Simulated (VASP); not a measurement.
# Si2P (P6_3/mmc) in VASP: further runs

The runs below take Si2P through single point, relaxation of cell and atoms, with PBE.

Everything below comes from runs of VASP 6.6.1. Logs are shortened: lines on timing, memory, paths and dates and some standing lists are left out, and cuts for length are marked.

### 1 The cell of the first run

It takes space group P6_3/mmc (No. 194, hexagonal). The conventional cell has a = 4.440 Å, b = 4.440 Å, c = 5.088 Å, α = 90.00°, β = 90.00°, γ = 120.00°. Within 3.4 Å of Si (site symmetry -3m) lie 8 Si at 2.54 to 2.86 Å and 6 P at 2.86 Å. Within 3.4 Å of Si (site symmetry -6m2) lie 5 P at 2.54 to 2.56 Å and 6 Si at 2.86 Å. P (site symmetry -6m2) has 11 Si at 2.54 to 2.86 Å within 3.4 Å.

### 2 Single point, PBE

INCAR reads:

```
PREC = Accurate
ENCUT = 520
EDIFF = 1E-7
ISMEAR = 0
SIGMA = 0.1
LREAL = F
LASPH = T
NELM = 60
ALGO = Normal
ISIF = 2
LWAVE = F
LCHARG = T
GGA = PE
LELF = T
LVHAR = T
NBANDS = 22
```

KPOINTS reads:

```
Automatic mesh
0
Gamma
  6 6 4
```

POSCAR reads:

```
Si2P
1.0
    4.4400559263     -0.0000000027      0.0000000000
   -2.2200279608      3.8452012277      0.0000000000
    0.0000000000      0.0000000000      5.0878398859
Si P
4 2
Direct
    0.0000000000      0.0000000000      0.0000000000
    0.0000000000      0.0000000000      0.5000000000
    0.3333333333      0.6666666667      0.7500000000
    0.6666666667      0.3333333333      0.2500000000
    0.3333333333      0.6666666667      0.2500000000
    0.6666666667      0.3333333333      0.7500000000
```

Potentials or basis: VASP PAW PBE potentials, release 64 (Si, P).

Launch:

```console
cat potpaw_PBE.64/Si/POTCAR potpaw_PBE.64/P/POTCAR > POTCAR
mpirun -np 1 vasp_std > vasp.out
```

OUTCAR:

```text
PREC = Accurate
   ENCUT = 520
   EDIFF = 1E-7
   ISMEAR = 0
   LREAL = F
   LASPH = T
   NELM = 60
   ISIF = 2
   GGA = PE

 ion  position               nearest neighbor table
   1  0.000  0.000  0.000-   2 2.54   2 2.54   4 2.86   5 2.86   6 2.86   3 2.86   3 2.86   5 2.86
                             4 2.86   6 2.86   4 2.86   6 2.86   3 2.86   5 2.86
   2  0.000  0.000  0.500-   1 2.54   1 2.54   4 2.86   5 2.86   6 2.86   3 2.86   3 2.86   5 2.86
                             4 2.86   6 2.86   4 2.86   6 2.86   3 2.86   5 2.86
   3  0.333  0.667  0.750-   5 2.54   5 2.54   6 2.56   6 2.56   6 2.56   1 2.86   2 2.86   2 2.86
                             1 2.86   2 2.86   1 2.86
   4  0.667  0.333  0.250-   6 2.54   6 2.54   5 2.56   5 2.56   5 2.56   1 2.86   2 2.86   1 2.86
                             2 2.86   1 2.86   2 2.86
   5  0.333  0.667  0.250-   3 2.54   3 2.54   4 2.56   4 2.56   4 2.56   1 2.86   2 2.86   2 2.86
                             1 2.86   2 2.86   1 2.86
   6  0.667  0.333  0.750-   4 2.54   4 2.54   3 2.56   3 2.56   3 2.56   1 2.86   2 2.86   1 2.86
                             2 2.86   1 2.86   2 2.86

  LATTYP: Found a hexagonal cell.
 ALAT       =     4.4400559263
 C/A-ratio  =     1.1458954505

  Lattice vectors:

 A1 = (   4.4400559263,  -0.0000000027,   0.0000000000)
 A2 = (  -2.2200279608,   3.8452012277,   0.0000000000)
 A3 = (   0.0000000000,   0.0000000000,   5.0878398859)

Analysis of symmetry for initial positions (statically):
=====================================================================
 Subroutine PRICEL returns:
 Original cell was already a primitive cell.

 Routine SETGRP: Setting up the symmetry group for a
 hexagonal supercell.

 Subroutine GETGRP returns: Found 24 space group operations
 (whereof 12 operations were pure point group operations)
 out of a pool of 24 trial point group operations.

The static configuration has the point symmetry D_3d.
 The point group associated with its full space group is D_6h.

Analysis of symmetry for dynamics (positions and initial velocities):
=====================================================================
 Subroutine PRICEL returns:
 Original cell was already a primitive cell.

 Routine SETGRP: Setting up the symmetry group for a
 hexagonal supercell.

 Subroutine GETGRP returns: Found 24 space group operations
 (whereof 12 operations were pure point group operations)
 out of a pool of 24 trial point group operations.

The dynamic configuration has the point symmetry D_3d.
 The point group associated with its full space group is D_6h.

 Subroutine INISYM returns: Found 24 space group operations
 (whereof 12 operations are pure point group operations),
 and found     1 'primitive' translations

----------------------------------------------------------------------------------------

                                     Primitive cell

  volume of cell :      86.8642

  direct lattice vectors                    reciprocal lattice vectors
     4.440055926 -0.000000003  0.000000000     0.225222388  0.130032206  0.000000000
    -2.220027961  3.845201228  0.000000000     0.000000000  0.260064413  0.000000000
     0.000000000  0.000000000  5.087839886     0.000000000  0.000000000  0.196547066

  length of vectors
     4.440055926  4.440055926  5.087839886     0.260064413  0.260064413  0.196547066

  position of ions in fractional coordinates (direct lattice)
     0.000000000  0.000000000  0.000000000
     0.000000000  0.000000000  0.500000000
     0.333333333  0.666666667  0.750000000
     0.666666667  0.333333333  0.250000000
     0.333333333  0.666666667  0.250000000
     0.666666667  0.333333333  0.750000000

  ion indices of the primitive-cell ions
   primitive index   ion index
                 1           1
                 2           2
                 3           3
                 4           4
                 5           5
                 6           6

----------------------------------------------------------------------------------------

 KPOINTS: Automatic mesh

Automatic generation of k-mesh.
 Grid dimensions read from file:
 generate k-points for:    6    6    4

 Generating k-lattice:

  Cartesian coordinates                     Fractional coordinates (reciprocal lattice)
     0.037537065  0.021672034  0.000000000     0.166666667  0.000000000  0.000000000
     0.000000000  0.043344069  0.000000000    -0.000000000  0.166666667  0.000000000
     0.000000000  0.000000000  0.049136766     0.000000000  0.000000000  0.250000000

  Length of vectors
     0.043344069  0.043344069  0.049136766

  Shift w.r.t. Gamma in fractional coordinates (k-lattice)
     0.000000000  0.000000000  0.000000000

 Subroutine IBZKPT returns following result:
 ===========================================

 Found     21 irreducible k-points:

 Following reciprocal coordinates:
            Coordinates               Weight
  0.000000  0.000000  0.000000      1.000000
  0.166667  0.000000  0.000000      6.000000
  0.333333  0.000000  0.000000      6.000000
  0.500000  0.000000  0.000000      3.000000
  0.166667  0.166667  0.000000      6.000000
  0.333333  0.166667  0.000000     12.000000
[... 13 lines left out ...]
  0.333333  0.166667  0.500000     12.000000
  0.333333  0.333333  0.500000      2.000000
   k-points           NKPTS =     21   k-points in BZ     NKDIM =     21   number of bands    NBANDS=     22
   number of dos      NEDOS =    301   number of ions     NIONS =      6
   total plane-waves  NPLWV =  51840
   dimension x,y,z NGX =    36 NGY =   36 NGZ =   40
   dimension x,y,z NGXF=    72 NGYF=   72 NGZF=   80
   ions per type =               4   2
   NGX,Y,Z   is equivalent  to a cutoff of  13.48, 13.48, 13.07 a.u.
   NGXF,Y,Z  is equivalent  to a cutoff of  26.96, 26.96, 26.14 a.u.
 SYSTEM =  unknown system
   PREC   = accura    normal or accurate (medium, high low for compatibility)
   ISTART =      0    job   : 0-new  1-cont  2-samecut
   ICHARG =      2    charge: 1-file 2-atom 10-const
   ISPIN  =      1    spin polarized calculation?
   LNONCOLLINEAR =      F non collinear calculations
   LSORBIT =      F    spin-orbit coupling
   LASPH  =      T    aspherical Exc in radial PAW
   ENCUT  =  520.0 eV  38.22 Ry    6.18 a.u.   8.26  8.26  9.46*2*pi/ulx,y,z
   NELM   =     60;   NELMIN=  2; NELMDL= -5     # of ELM steps
   EDIFF  = 0.1E-06   stopping-criterion for ELM
   LREAL  =      F    real-space projection
   EDIFFG = 0.1E-05   stopping-criterion for IOM
   NSW    =      0    number of steps for IOM
   IBRION =     -1    ionic relax: 0-MD 1-quasi-New 2-CG
   NFREE  =      0    steps in history (QN), initial steepest desc. (CG)
   ISIF   =      2    stress and relaxation
   ISYM   =      2    0-nonsym 1-usesym 2-fastsym
   POTIM  = 0.5000    time-step for ionic-motion
   TEBEG  =    0.0;   TEEND  =   0.0 temperature during run
   PSTRESS=    0.0 pullay stress
   NELECT =      26.0000    total number of electrons
   NUPDOWN=      -1.0000    fix difference up-down
   EMIN   =  10.00;   EMAX   =-10.00  energy-range for DOS
   EFERMI =   0.00;   METHOD = LEGACY
   ISMEAR =     0;   SIGMA  =   0.10  broadening in eV -4-tet -1-fermi 0-gaus
   EFERMI_NEDOS =   21; number of points for ismear=-14 and -15
   IALGO  =     38    algorithm
   IMIX   =      4    mixing-type and parameters
     AMIX     =   0.40;   BMIX     =  1.00
     AMIX_MAG =   1.60;   BMIX_MAG =  1.00
  volume/ion in A,a.u.               =      14.48        97.70
  Fermi-wavevector in a.u.,A,eV,Ry     =   1.095096  2.069432 16.316594  1.199236
  Thomas-Fermi vector in A             =   2.231413
   LORBIT       =      0    0 simple, 1 ext, 2 COOP (PROOUT), +10 PAW based schemes
   GGA     = PE    functional components
   LHFCALC =     F    Hartree Fock is set to
   AEXX    =    0.0000 exact exchange contribution
   IVDW    =     0    specifies the selected vdW correction
   LEPSILON=     F    determine dielectric tensor
   LRPA    =     F    only Hartree local field effects (RPA)
 non-spin polarized calculation
 Gauss-broadening in eV      SIGMA  =   0.10
  energy-cutoff  :      520.00
  volume of cell :       86.86
 maximum number of plane-waves:      2365
 NGX is ok and might be reduce to    36
   NGX = 17   NGY = 17   NGZ = 19

 number of electron      25.9999999 magnetization

 Free energy of the ion-electron system (eV)
  ---------------------------------------------------
  ext. energy  EPLUGINS =         0.00000000
  ---------------------------------------------------
  free energy    TOTEN  =       -29.47553782 eV

  energy without entropy =      -29.47187871  energy(sigma->0) =      -29.47370826

 E-fermi :  10.2105     XC(G=0): -11.2764

 val. band max:       10.0635444265   @ k =   0.1667   0.1667   0.2500
 cond. band min:      10.3134846855   @ k =   0.1667   0.0000   0.0000
 fundamental gap:      0.2499402590
 Fermi energy:        10.2104800456

 k-point     1 :       0.0000    0.0000    0.0000
  band No.  band energies     occupation
      1      -5.2161      2.00000
      2      -0.9600      2.00000
      3       1.2560      2.00000
      4       3.2851      2.00000
      5       3.7261      2.00000
      6       4.7065      2.00000
[... 14 lines left out ...]
     21      12.7368      0.00000
     22      15.4030      0.00000

 k-point     2 :       0.1667    0.0000    0.0000
  band No.  band energies     occupation
      1      -4.9569      2.00000
      2      -0.8752      2.00000
      3       1.5139      2.00000
      4       1.7213      2.00000
      5       2.7009      2.00000
      6       3.7342      2.00000
[... 14 lines left out ...]
     21      14.5954      0.00000
     22      15.7018      0.00000
[... 448 lines left out ...]
     21      15.0228      0.00000
     22      15.0228      0.00000

 k-point    21 :       0.3333    0.3333    0.5000
  band No.  band energies     occupation
      1      -1.8585      2.00000
      2      -1.8585      2.00000
      3      -0.0030      2.00000
      4      -0.0030      2.00000
      5       0.1482      2.00000
      6       0.1482      2.00000
[... 14 lines left out ...]
     21      16.2242      0.00000
     22      16.2242      0.00000

------------------------ aborting loop because EDIFF is reached ----------------------------------------

  FORCE on cell =-STRESS in cart. coord.  units (eV):
  Direction    XX          YY          ZZ          XY          YZ          ZX
  --------------------------------------------------------------------------------------
  -------------------------------------------------------------------------------------
  Total       -0.0457831     -0.0457831     -0.1782332     -0.0000000      0.0000000     -0.0000000
  in kB       -0.8444521     -0.8444521     -3.2874424     -0.0000000      0.0000000     -0.0000000
  external PRESSURE =      -1.6587822 kB  Pullay stress =       0.0000000 kB

 VOLUME and BASIS-vectors are now :
 -----------------------------------------------------------------------------
  energy-cutoff  :      520.00
  volume of cell :       86.86
      direct lattice vectors                 reciprocal lattice vectors
     4.440055926 -0.000000003  0.000000000     0.225222388  0.130032206  0.000000000
    -2.220027961  3.845201228  0.000000000     0.000000000  0.260064413  0.000000000
     0.000000000  0.000000000  5.087839886     0.000000000  0.000000000  0.196547066

 POSITION                                       TOTAL-FORCE (eV/Angst)
 -----------------------------------------------------------------------------------
      0.00000      0.00000      0.00000         0.000000     -0.000000      0.000000
      0.00000      0.00000      2.54392        -0.000000     -0.000000      0.000000
      0.00000      2.56347      3.81588         0.000000      0.000000      0.000000
      2.22003      1.28173      1.27196        -0.000000     -0.000000      0.000000
      0.00000      2.56347      1.27196         0.000000      0.000000      0.000000
      2.22003      1.28173      3.81588        -0.000000     -0.000000      0.000000
 -----------------------------------------------------------------------------------
    total drift:                               -0.000000      0.000000     -0.000000

  FREE ENERGIE OF THE ION-ELECTRON SYSTEM (eV)
  ---------------------------------------------------
  free  energy   TOTEN  =       -29.4755378167 eV

  energy  without entropy=      -29.4718787081  energy(sigma->0) =      -29.47370826
```

Wall time 74 s (1 thread of Oxide Virtual Turin-like, shared host); peak memory 0.19 GiB.

What came out:

* Free energy: -29.4755 eV
* Pressure: -0.2 GPa
* Band gap on the k mesh: zero (band 13 reaches 11.89 eV, above the bottom of band 14 at 6.96 eV)

### 3 Single point, PBE

This run uses another cell than the first one, of 20.44 Å³/atom, 1.412 times its volume.

INCAR reads:

```
SYSTEM = Si2P
ALGO = Normal
EDIFF = 1E-7
ENCUT = 520
GGA = PE
ISIF = 2
ISMEAR = 0
LASPH = .True.
LCHARG = .False.
LREAL = .False.
LWAVE = .False.
NBANDS = 22
NELM = 80
PREC = Accurate
SIGMA = 0.1
```

KPOINTS reads:

```
k-points
0
Gamma
  6 6 4
  0 0 0
```

POSCAR reads:

```
Si2P
1.0
    4.8264114700      0.0000000000      0.0000000000
   -2.4132057300      4.1797949400      0.0000000000
    0.0000000000      0.0000000000      6.0780525400
Si P
4 2
Direct
    0.0000000000      0.0000000000      0.0000000000
    0.0000000000      0.0000000000      0.5000000000
    0.3333333300      0.6666666700      0.7500000000
    0.6666666700      0.3333333300      0.2500000000
    0.3333333300      0.6666666700      0.2500000000
    0.6666666700      0.3333333300      0.7500000000
```

Potentials or basis: VASP PAW PBE potentials, release 64 (Si, P).

Launch:

```console
cat potpaw_PBE.64/Si/POTCAR potpaw_PBE.64/P/POTCAR > POTCAR
mpirun -np 1 vasp_std > vasp.out
```

OUTCAR:

```text
SYSTEM = Si2P
   EDIFF = 1E-7
   ENCUT = 520
   GGA = PE
   ISIF = 2
   ISMEAR = 0
   LASPH = .True.
   LREAL = .False.
   NELM = 80
   PREC = Accurate

 ion  position               nearest neighbor table
   1  0.000  0.000  0.000-   2 3.04   2 3.04
   2  0.000  0.000  0.500-   1 3.04   1 3.04
   3  0.333  0.667  0.750-   6 2.79   6 2.79   6 2.79   5 3.04   5 3.04
   4  0.667  0.333  0.250-   5 2.79   5 2.79   5 2.79   6 3.04   6 3.04
   5  0.333  0.667  0.250-   4 2.79   4 2.79   4 2.79   3 3.04   3 3.04
   6  0.667  0.333  0.750-   3 2.79   3 2.79   3 2.79   4 3.04   4 3.04

[... 728 lines left out ...]
  -------------------------------------------------------------------------------------
  Total      -10.2366847    -10.2366847    -11.6481583     -0.0000000      0.0000000      0.0000000
  in kB     -133.7599627   -133.7599626   -152.2033032     -0.0000002      0.0000000      0.0000000
  external PRESSURE =    -139.9077428 kB  Pullay stress =       0.0000000 kB

 VOLUME and BASIS-vectors are now :
 -----------------------------------------------------------------------------
  energy-cutoff  :      520.00
  volume of cell :      122.62
      direct lattice vectors                 reciprocal lattice vectors
     4.826411470  0.000000000  0.000000000     0.207193275  0.119623093  0.000000000
    -2.413205730  4.179794940  0.000000000     0.000000000  0.239246187  0.000000000
     0.000000000  0.000000000  6.078052540     0.000000000  0.000000000  0.164526383

 POSITION                                       TOTAL-FORCE (eV/Angst)
 -----------------------------------------------------------------------------------
      0.00000      0.00000      0.00000        -0.000000      0.000000      0.000000
      0.00000      0.00000      3.03903        -0.000000      0.000000      0.000000
     -0.00000      2.78653      4.55854        -0.000000      0.000000      0.000000
      2.41321      1.39326      1.51951         0.000000     -0.000000      0.000000
     -0.00000      2.78653      1.51951         0.000000      0.000000      0.000000
      2.41321      1.39326      4.55854        -0.000000      0.000000      0.000000
 -----------------------------------------------------------------------------------
    total drift:                               -0.000001      0.000001     -0.000000

  FREE ENERGIE OF THE ION-ELECTRON SYSTEM (eV)
  ---------------------------------------------------
  free  energy   TOTEN  =       -27.2710908993 eV

  energy  without entropy=      -27.2592979027  energy(sigma->0) =      -27.26519440
```

OSZICAR:

```text
N       E                     dE             d eps       ncg     rms          rms(c)
DAV:   1     0.519128223210E+02    0.51913E+02   -0.99959E+03   924   0.961E+02
DAV:   2    -0.229928897976E+02   -0.74906E+02   -0.71206E+02  1166   0.139E+02
DAV:   3    -0.273451331114E+02   -0.43522E+01   -0.42668E+01  1194   0.299E+01
DAV:   4    -0.274060444874E+02   -0.60911E-01   -0.60690E-01  1114   0.432E+00
DAV:   5    -0.274068729775E+02   -0.82849E-03   -0.82731E-03  1204   0.455E-01    0.452E+00
DAV:   6    -0.272936489434E+02    0.11322E+00   -0.19859E-01  1118   0.177E+00    0.259E+00
DAV:   7    -0.272732119759E+02    0.20437E-01   -0.58719E-02  1086   0.101E+00    0.690E-01
DAV:   8    -0.272710368407E+02    0.21751E-02   -0.51143E-03  1112   0.309E-01    0.182E-01
DAV:   9    -0.272710684115E+02   -0.31571E-04   -0.43099E-04  1200   0.103E-01    0.853E-02
DAV:  10    -0.272710917260E+02   -0.23315E-04   -0.39780E-05  1110   0.354E-02    0.962E-03
DAV:  11    -0.272710915967E+02    0.12928E-06   -0.77328E-06  1164   0.118E-02    0.576E-03
DAV:  12    -0.272710911101E+02    0.48661E-06   -0.61837E-07  1096   0.363E-03    0.170E-03
DAV:  13    -0.272710908911E+02    0.21906E-06   -0.74507E-08   726   0.125E-03    0.374E-04
DAV:  14    -0.272710908993E+02   -0.82455E-08   -0.99144E-09   642   0.516E-04
   1 F= -.27271091E+02 E0= -.27265194E+02  d E =-.117930E-01
```

Run time: 69 s. Hardware: 1 thread of Oxide Virtual Turin-like, shared host; peak memory 0.2 GiB.

What came out:

| Quantity | Value |
| --- | --- |
| Free energy | -27.2711 eV |
| Pressure | -14.0 GPa |
| Band gap on the k mesh | zero (band 13 reaches 7.12 eV, above the bottom of band 14 at 4.27 eV) |

(Continued in part 2 of 2.)
